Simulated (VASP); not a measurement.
Wanted: the native input for a VASP 6.6.1 run.

```
Task                   : single point
Functional             : PBEsol
Potentials or basis    : VASP PAW PBE potentials, release 64 (Zr_sv, B)
Cutoff                 : 520 eV
k mesh                 : 14 × 14 × 14
Occupations            : gaussian, width 0.1 eV
Spin                   : no spin polarisation
Dipole correction      : no
Further INCAR settings : ALGO = Normal; EDIFF = 1e-07; NBANDS = 14
```

The structure of ZrB lies in POSCAR:

```
ZrB
1.0
    0.0000000000      2.4082651855      2.4082651855
    2.4082651855      0.0000000000      2.4082651855
    2.4082651855      2.4082651855      0.0000000000
Zr B
1 1
Direct
    0.0000000000      0.0000000000      0.0000000000
    0.5000000000      0.5000000000      0.5000000000
```

These files were run (other wordings do the same):

INCAR

```
  PREC = Accurate
  ENCUT = 520
  EDIFF = 1E-7
  ISMEAR = 0
  SIGMA = 0.1
  LREAL = False
  LASPH = True
  NELM = 80
  ALGO = Normal
  ISIF = 2
  LWAVE = False
  LCHARG = False
  GGA = PS
  NBANDS = 14
```

KPOINTS

```
regular mesh
0
Gamma
  14 14 14
```

Potentials or basis: VASP PAW PBE potentials, release 64 (Zr_sv, B).

Run with:

```sh
$ cat potpaw_PBE.64/Zr_sv/POTCAR potpaw_PBE.64/B/POTCAR > POTCAR
$ mpirun -np 1 vasp_std > vasp.out
```

Results of the run:

```json
{
  "Pressure": "5.3 GPa",
  "Band gap on the k mesh": "zero (an odd number of electrons rules out a gap without spin polarisation)"
}
```

Caveat: the cell stands under pressure; the PAW data sets were made with another functional, which shifts forces and pressure a little.

Run time: 56 s on 1 thread of Intel Xeon 8259CL, with other jobs on the host, peak memory 0.19 GiB.
